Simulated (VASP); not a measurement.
# Ba (Fm-3m) in VASP: a series of runs

Runs on Ba. Level: RPBE. Tasks: single point, relaxation of cell and atoms.

Program: VASP 6.6.1. These are calculated values, not measurements. Logs are shortened: lines on timing, memory, paths and dates and some standing lists are left out, and cuts for length are marked.

## 1. The cell of the first run

The structure is cubic, space group Fm-3m (No. 225). Conventional cell: a = 6.690 Å, b = 6.690 Å, c = 6.690 Å, α = 90.00°, β = 90.00°, γ = 90.00°.

## 2. Single point, RPBE (volume scaled by 1.08)

INCAR

```
PREC = Accurate
ENCUT = 520
EDIFF = 1E-7
ISMEAR = -1
SIGMA = 0.1
LREAL = False
LASPH = True
NELM = 80
ALGO = Normal
ISIF = 2
LWAVE = False
LCHARG = True
GGA = RP
LELF = True
LVHAR = True
NBANDS = 11
```

KPOINTS

```
regular mesh
0
Gamma
  10 10 10
```

POSCAR

```
Ba
1.0
    0.0000000000      3.3448241315      3.3448241315
    3.3448241315      0.0000000000      3.3448241315
    3.3448241315      3.3448241315      0.0000000000
Ba
1
Direct
    0.0000000000      0.0000000000      0.0000000000
```

Potentials or basis: VASP PAW PBE potentials, release 64 (Ba_sv).

Launch:

```sh
$ cat potpaw_PBE.64/Ba_sv/POTCAR > POTCAR
$ mpirun -np 1 vasp_std > vasp.out
```

OUTCAR:

```text
PREC = Accurate
   ENCUT = 520
   EDIFF = 1E-7
   ISMEAR = -1
   LREAL = False
   LASPH = True
   NELM = 80
   ISIF = 2
   GGA = RP

 ion  position               nearest neighbor table
   1  0.000  0.000  0.000-

  LATTYP: Found a face centered cubic cell.
 ALAT       =     6.6896482630

  Lattice vectors:

 A1 = (   0.0000000000,   3.3448241315,   3.3448241315)
 A2 = (   3.3448241315,   0.0000000000,   3.3448241315)
 A3 = (   3.3448241315,   3.3448241315,   0.0000000000)

Analysis of symmetry for initial positions (statically):
=====================================================================
 Subroutine PRICEL returns:
 Original cell was already a primitive cell.

 Routine SETGRP: Setting up the symmetry group for a
 face centered cubic supercell.

 Subroutine GETGRP returns: Found 48 space group operations
 (whereof 48 operations were pure point group operations)
 out of a pool of 48 trial point group operations.

The static configuration has the point symmetry O_h .

Analysis of symmetry for dynamics (positions and initial velocities):
=====================================================================
 Subroutine PRICEL returns:
 Original cell was already a primitive cell.

 Routine SETGRP: Setting up the symmetry group for a
 face centered cubic supercell.

 Subroutine GETGRP returns: Found 48 space group operations
 (whereof 48 operations were pure point group operations)
 out of a pool of 48 trial point group operations.

The dynamic configuration has the point symmetry O_h .

 Subroutine INISYM returns: Found 48 space group operations
 (whereof 48 operations are pure point group operations),
 and found     1 'primitive' translations

----------------------------------------------------------------------------------------

                                     Primitive cell

  volume of cell :      74.8428

  direct lattice vectors                    reciprocal lattice vectors
     0.000000000  3.344824131  3.344824131    -0.149484690  0.149484690  0.149484690
     3.344824131  0.000000000  3.344824131     0.149484690 -0.149484690  0.149484690
     3.344824131  3.344824131  0.000000000     0.149484690  0.149484690 -0.149484690

  length of vectors
     4.730295651  4.730295651  4.730295651     0.258915079  0.258915079  0.258915079

[... 79 lines left out ...]
   LREAL  =      F    real-space projection
   EDIFFG = 0.1E-05   stopping-criterion for IOM
   NSW    =      0    number of steps for IOM
   IBRION =     -1    ionic relax: 0-MD 1-quasi-New 2-CG
   NFREE  =      0    steps in history (QN), initial steepest desc. (CG)
   ISIF   =      2    stress and relaxation
   ISYM   =      2    0-nonsym 1-usesym 2-fastsym
   POTIM  = 0.5000    time-step for ionic-motion
   TEBEG  =    0.0;   TEEND  =   0.0 temperature during run
   PSTRESS=    0.0 pullay stress
   NELECT =      10.0000    total number of electrons
   NUPDOWN=      -1.0000    fix difference up-down
   EMIN   =  10.00;   EMAX   =-10.00  energy-range for DOS
   EFERMI =   0.00;   METHOD = LEGACY
   ISMEAR =    -1;   SIGMA  =   0.10  broadening in eV -4-tet -1-fermi 0-gaus
   EFERMI_NEDOS =   21; number of points for ismear=-14 and -15
   IALGO  =     38    algorithm
   IMIX   =      4    mixing-type and parameters
     AMIX     =   0.40;   BMIX     =  1.00
     AMIX_MAG =   1.60;   BMIX_MAG =  1.00
  volume/ion in A,a.u.               =      74.84       505.06
  Fermi-wavevector in a.u.,A,eV,Ry     =   0.836935  1.581577  9.530331  0.700460
  Thomas-Fermi vector in A             =   1.950741
   LORBIT       =      0    0 simple, 1 ext, 2 COOP (PROOUT), +10 PAW based schemes
   GGA     = RP    functional components
   LHFCALC =     F    Hartree Fock is set to
   AEXX    =    0.0000 exact exchange contribution
   IVDW    =     0    specifies the selected vdW correction
   LEPSILON=     F    determine dielectric tensor
   LRPA    =     F    only Hartree local field effects (RPA)
 non-spin polarized calculation
  energy-cutoff  :      520.00
  volume of cell :       74.84
 maximum number of plane-waves:      2044
   NGX = 17   NGY = 17   NGZ = 17

 number of electron      10.0000000 magnetization

 Free energy of the ion-electron system (eV)
  ---------------------------------------------------
  ext. energy  EPLUGINS =         0.00000000
  ---------------------------------------------------
  free energy    TOTEN  =        -1.69307737 eV

  energy without entropy =       -1.63341123  energy(sigma->0) =       -1.66324430

 E-fermi :   1.2664     XC(G=0):  -6.7723

 val. band max:        1.2366425658   @ k =   0.5000   0.5000   0.0000
 cond. band min:       1.2898282944   @ k =  -0.3000   0.4000   0.1000
 fundamental gap:      0.0531857286
 Fermi energy:         1.2664213811

 k-point     1 :       0.0000    0.0000    0.0000
  band No.  band energies     occupation
      1     -27.9961      2.00000
      2     -13.0317      2.00000
      3     -13.0317      2.00000
      4     -13.0317      2.00000
      5      -1.4049      2.00000
      6       2.8801      0.00000
      7       2.8801      0.00000
      8       2.8801      0.00000
      9       4.1526      0.00000
     10       4.1526      0.00000
     11       6.8351      0.00000
[... 309 lines left out ...]
 k-point    24 :       0.4000    0.3000    0.0000
  band No.  band energies     occupation
      1     -27.9770      2.00000
      2     -13.2238      2.00000
      3     -13.1101      2.00000
      4     -13.1022      2.00000
      5       0.4082      1.99963
      6       1.5065      0.16621
      7       2.3503      0.00004
      8       4.0028      0.00000
      9       4.3864      0.00000
     10       5.0281      0.00000
     11       7.0251      0.00000

 [... further k-points ...]

------------------------ aborting loop because EDIFF is reached ----------------------------------------

  FORCE on cell =-STRESS in cart. coord.  units (eV):
  Direction    XX          YY          ZZ          XY          YZ          ZX
  --------------------------------------------------------------------------------------
  -------------------------------------------------------------------------------------
  Total       -0.2074521     -0.2074521     -0.2074521     -0.0000000      0.0000000      0.0000000
  in kB       -4.4409774     -4.4409774     -4.4409774     -0.0000000      0.0000000      0.0000000
  external PRESSURE =      -4.4409774 kB  Pullay stress =       0.0000000 kB

 VOLUME and BASIS-vectors are now :
 -----------------------------------------------------------------------------
  energy-cutoff  :      520.00
  volume of cell :       74.84
      direct lattice vectors                 reciprocal lattice vectors
     0.000000000  3.344824131  3.344824131    -0.149484690  0.149484690  0.149484690
     3.344824131  0.000000000  3.344824131     0.149484690 -0.149484690  0.149484690
     3.344824131  3.344824131  0.000000000     0.149484690  0.149484690 -0.149484690

 POSITION                                       TOTAL-FORCE (eV/Angst)
 -----------------------------------------------------------------------------------
      0.00000      0.00000      0.00000        -0.000000      0.000000     -0.000000
 -----------------------------------------------------------------------------------
    total drift:                               -0.000000      0.000000      0.000000

  FREE ENERGIE OF THE ION-ELECTRON SYSTEM (eV)
  ---------------------------------------------------
  free  energy   TOTEN  =        -1.6930773721 eV

  energy  without entropy=       -1.6334112264  energy(sigma->0) =       -1.66324430
```

stdout:

```text
POSCAR found type information on POSCAR Ba
 POSCAR found :  1 types and       1 ions
 scaLAPACK will be used
 -----------------------------------------------------------------------------
|                                                                             |
|                                                                             |
|     You enforced a specific xc type in the INCAR file but a different       |
|     I HOPE YOU KNOW WHAT YOU ARE DOING!                                     |
|                                                                             |
 -----------------------------------------------------------------------------

 LDA part: xc-table for (Slater+PW92), standard interpolation
 POSCAR, INCAR and KPOINTS ok, starting setup
 FFT: planning ... GRIDC
 FFT: planning ... GRID_SOFT
 FFT: planning ... GRID
 WAVECAR not read
 entering main loop
```

It took 33 s on 1 thread of Intel Xeon Platinum 8375C at 2.90GHz (Ice Lake), shared host; peak memory 0.22 GiB.

What came out:

```yaml
Free_energy: -1.6931 eV
Pressure: -0.4 GPa
Band_gap_on_the_k_mesh: zero (band 5 reaches 1.29 eV, above the bottom of band 6 at 1.24 eV)
```

Levels at points of the mesh, in eV from the Fermi level:
| k point | band 3 | band 4 | band 5 | band 6 | band 7 | band 8 |
| --- | --- | --- | --- | --- | --- | --- |
| (0.00, 0.00, 0.00) | -14.30 | -14.30 | -2.67 | 1.61 | 1.61 | 1.61 |
| (0.50, 0.00, 0.00) | -14.33 | -14.33 | -0.88 | 0.61 | 1.49 | 1.49 |
| (0.50, 0.50, 0.00) | -14.39 | -14.39 | -0.65 | -0.03 | 1.47 | 3.84 |

Caveat: the PAW data sets were made with another functional, which shifts forces and pressure a little; spin-orbit coupling is left out, which moves the levels of the heavy elements.

## 3. Single point, RPBE (volume scaled by 1.12)

INCAR

```
SYSTEM = Ba
PREC     = Accurate       ! precision mode
ENCUT    = 520            ! plane-wave cutoff, eV
EDIFF    = 1E-6           ! SCF threshold, eV
ISMEAR   = -1             ! smearing method
SIGMA    = 0.1            ! smearing width, eV
LREAL    = .FALSE.        ! projectors in reciprocal space
LASPH    = .TRUE.         ! aspherical terms in the spheres
NELM     = 100            ! most SCF steps
ALGO     = Normal         ! electronic algorithm
ISIF     = 2              ! what is computed and relaxed
LWAVE    = .FALSE.        ! write WAVECAR
LCHARG   = .FALSE.        ! write CHGCAR
GGA      = RP             ! functional
NBANDS   = 11             ! bands
```

KPOINTS

```
Automatic mesh
0
G
  10 10 10
  0 0 0
```

POSCAR

```
Ba
1.0
    0.0000000000      3.3856186902      3.3856186902
    3.3856186902      0.0000000000      3.3856186902
    3.3856186902      3.3856186902      0.0000000000
Ba
1
Direct
    0.0000000000      0.0000000000      0.0000000000
```

Potentials or basis: VASP PAW PBE potentials, release 64 (Ba_sv).

Launch:

```sh
$ cat potpaw_PBE.64/Ba_sv/POTCAR > POTCAR
$ mpirun -np 1 vasp_std > vasp.out
```

OUTCAR:

```text
SYSTEM = Ba
   PREC = Accurate
   ENCUT = 520
   EDIFF = 1E-6
   ISMEAR = -1
   LREAL = .FALSE.
   LASPH = .TRUE.
   NELM = 100
   ISIF = 2
   GGA = RP

 ion  position               nearest neighbor table
   1  0.000  0.000  0.000-

  LATTYP: Found a face centered cubic cell.
 ALAT       =     6.7712373804

  Lattice vectors:

 A1 = (   0.0000000000,   3.3856186902,   3.3856186902)
 A2 = (   3.3856186902,   0.0000000000,   3.3856186902)
 A3 = (   3.3856186902,   3.3856186902,   0.0000000000)

Analysis of symmetry for initial positions (statically):
=====================================================================
 Subroutine PRICEL returns:
 Original cell was already a primitive cell.

 Routine SETGRP: Setting up the symmetry group for a
 face centered cubic supercell.

 Subroutine GETGRP returns: Found 48 space group operations
 (whereof 48 operations were pure point group operations)
 out of a pool of 48 trial point group operations.

The static configuration has the point symmetry O_h .

Analysis of symmetry for dynamics (positions and initial velocities):
[... 162 lines left out ...]

 k-point     1 :       0.0000    0.0000    0.0000
  band No.  band energies     occupation
      1     -28.1722      2.00000
      2     -13.2163      2.00000
      3     -13.2163      2.00000
      4     -13.2163      2.00000
      5      -1.4792      2.00000
      6       2.7382      0.00000
      7       2.7382      0.00000
      8       2.7382      0.00000
      9       3.9559      0.00000
     10       3.9559      0.00000
     11       6.6489      0.00000
[... 309 lines left out ...]
 k-point    24 :       0.4000    0.3000    0.0000
  band No.  band energies     occupation
      1     -28.1563      2.00000
      2     -13.3850      2.00000
      3     -13.2854      2.00000
      4     -13.2785      2.00000
      5       0.3004      1.99964
      6       1.4142      0.14873
      7       2.2068      0.00006
      8       3.8118      0.00000
      9       4.1761      0.00000
     10       4.7904      0.00000
     11       6.7000      0.00000

 [... further k-points ...]

------------------------ aborting loop because EDIFF is reached ----------------------------------------

  FORCE on cell =-STRESS in cart. coord.  units (eV):
  Direction    XX          YY          ZZ          XY          YZ          ZX
  --------------------------------------------------------------------------------------
  -------------------------------------------------------------------------------------
  Total       -0.3190951     -0.3190951     -0.3190951     -0.0000000     -0.0000000     -0.0000000
  in kB       -6.5869838     -6.5869838     -6.5869838     -0.0000000     -0.0000000     -0.0000000
  external PRESSURE =      -6.5869838 kB  Pullay stress =       0.0000000 kB

 VOLUME and BASIS-vectors are now :
 -----------------------------------------------------------------------------
  energy-cutoff  :      520.00
  volume of cell :       77.61
      direct lattice vectors                 reciprocal lattice vectors
     0.000000000  3.385618690  3.385618690    -0.147683495  0.147683495  0.147683495
     3.385618690  0.000000000  3.385618690     0.147683495 -0.147683495  0.147683495
     3.385618690  3.385618690  0.000000000     0.147683495  0.147683495 -0.147683495

 POSITION                                       TOTAL-FORCE (eV/Angst)
 -----------------------------------------------------------------------------------
      0.00000      0.00000      0.00000        -0.000000     -0.000000     -0.000000
 -----------------------------------------------------------------------------------
    total drift:                               -0.000000      0.000000      0.000000

  FREE ENERGIE OF THE ION-ELECTRON SYSTEM (eV)
  ---------------------------------------------------
  free  energy   TOTEN  =        -1.6835541024 eV

  energy  without entropy=       -1.6231191794  energy(sigma->0) =       -1.65333664
```

OSZICAR:

```text
N       E                     dE             d eps       ncg     rms          rms(c)
DAV:   1     0.576257989515E+02    0.57626E+02   -0.39906E+03  1034   0.724E+02
DAV:   2     0.162954965938E+01   -0.55996E+02   -0.54492E+02  1263   0.133E+02
DAV:   3    -0.155348326428E+01   -0.31830E+01   -0.31579E+01  1318   0.334E+01
DAV:   4    -0.167319502887E+01   -0.11971E+00   -0.11928E+00  1418   0.608E+00
DAV:   5    -0.167567895497E+01   -0.24839E-02   -0.24828E-02  1354   0.734E-01    0.140E+00
DAV:   6    -0.167963413917E+01   -0.39552E-02   -0.46030E-03  1233   0.601E-01    0.844E-01
DAV:   7    -0.168340281028E+01   -0.37687E-02   -0.10064E-02  1130   0.109E+00    0.551E-02
DAV:   8    -0.168354453539E+01   -0.14173E-03   -0.49232E-04  1293   0.206E-01    0.282E-02
DAV:   9    -0.168355216356E+01   -0.76282E-05   -0.19058E-05  1367   0.266E-02    0.830E-03
DAV:  10    -0.168355385046E+01   -0.16869E-05   -0.95049E-06  1317   0.255E-02    0.223E-03
DAV:  11    -0.168355410242E+01   -0.25196E-06   -0.65794E-07   830   0.471E-03
   1 F= -.16835541E+01 E0= -.16533366E+01  d E =-.604349E-01
```

stdout:

```text
POSCAR found type information on POSCAR Ba
 POSCAR found :  1 types and       1 ions
 scaLAPACK will be used
 -----------------------------------------------------------------------------
|                                                                             |
|                                                                             |
|     You enforced a specific xc type in the INCAR file but a different       |
|     I HOPE YOU KNOW WHAT YOU ARE DOING!                                     |
|                                                                             |
 -----------------------------------------------------------------------------

 LDA part: xc-table for (Slater+PW92), standard interpolation
 POSCAR, INCAR and KPOINTS ok, starting setup
 FFT: planning ... GRIDC
 FFT: planning ... GRID_SOFT
 FFT: planning ... GRID
 WAVECAR not read
 entering main loop
```

It took 26 s on 1 thread of Intel Xeon Platinum 8375C at 2.90GHz (Ice Lake), shared host; peak memory 0.22 GiB.

What came out:

```yaml
Free_energy: -1.6836 eV
Pressure: -0.7 GPa
Band_gap_on_the_k_mesh: zero (band 5 reaches 1.19 eV, above the bottom of band 6 at 1.16 eV)
```

Caveat: the PAW data sets were made with another functional, which shifts forces and pressure a little; spin-orbit coupling is left out, which moves the levels of the heavy elements.

[end of part 1 of 2]
